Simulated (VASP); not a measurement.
A run of VASP 6.6.1:

Contents of INCAR:

```
SYSTEM = Pd
PREC = Accurate ; ENCUT = 520
EDIFF = 1E-6 ; ISMEAR = -1
SIGMA = 0.05 ; LREAL = .FALSE.
LASPH = .TRUE. ; NELM = 150
ALGO = Normal ; ISIF = 2
LWAVE = .FALSE. ; LCHARG = .FALSE.
ISPIN = 2 ; MAGMOM = 0.5 0.5 0.5
LORBIT = 11 ; LMAXMIX = 4
GGA = RE ; NBANDS = 26
```

The input KPOINTS:

```
regular mesh
0
G
  9 9 13
  0 0 0
```

Contents of POSCAR:

```
Pd
1.0
    4.7125012146      0.0000000000      0.0000000000
   -2.3562506073      4.0811457672      0.0000000000
    0.0000000000      0.0000000000      2.7948721968
Pd
3
Direct
    1.0000000000      0.0000000000      0.0000000000
    0.3333333333      0.6666666667      0.5000000000
    0.6666666667      0.3333333333      0.5000000000
```

Potentials or basis: VASP PAW PBE potentials, release 64 (Pd).

Command:

```console
$ cat potpaw_PBE.64/Pd/POTCAR > POTCAR
$ mpirun -np 1 vasp_std > vasp.out
```

Hardware: 1 thread of Intel(R) Xeon(R) 6975P-C (Granite Rapids), with other jobs on the host.

How long does it take, and how much memory?

Wall time 77 s on 1 thread of Intel(R) Xeon(R) 6975P-C (Granite Rapids), on a shared host, peak memory 0.3 GiB. Counts: scf iterations 15, k points 84.
